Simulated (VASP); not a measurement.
A run of VASP 6.6.1:

The input INCAR:

```
SYSTEM = NbP
  PREC = Accurate
  ENCUT = 520
  EDIFF = 1E-6
  ISMEAR = -1
  SIGMA = 0.05
  LREAL = .False.
  LASPH = .True.
  NELM = 80
  ALGO = Normal
  ISIF = 2
  LWAVE = .False.
  LCHARG = .False.
  GGA = CA
  NBANDS = 26
```

Contents of KPOINTS:

```
regular mesh
0
Gamma
  11 11 11
  0 0 0
```

The input POSCAR:

```
NbP
1.0
   -1.6969642459      1.6969642459      5.8156445774
    1.6969642459     -1.6969642459      5.8156445774
    1.6969642459      1.6969642459     -5.8156445774
Nb P
2 2
Direct
    0.2498808000      0.7498808000      0.5000000000
    0.4998808000      0.4998808000      0.0000000000
    0.8327477700      0.3327477700      0.5000000000
    0.0827477700      0.0827477700      0.0000000000
```

Potentials or basis: VASP PAW LDA potentials, release 64 (Nb_sv, P).

Launch:

```console
$ cat potpaw_LDA.64/Nb_sv/POTCAR potpaw_LDA.64/P/POTCAR > POTCAR
$ mpirun -np 1 vasp_std > vasp.out
```

Hardware: 1 thread of Intel(R) Xeon(R) Platinum 8488C (Sapphire Rapids), on a shared host.

Q: Estimate the wall time of this run.

A: Run time: 7.9 min on 1 thread of Intel(R) Xeon(R) Platinum 8488C (Sapphire Rapids) (shared host), peak memory 0.37 GiB. Counts: scf iterations 12, k points 126.
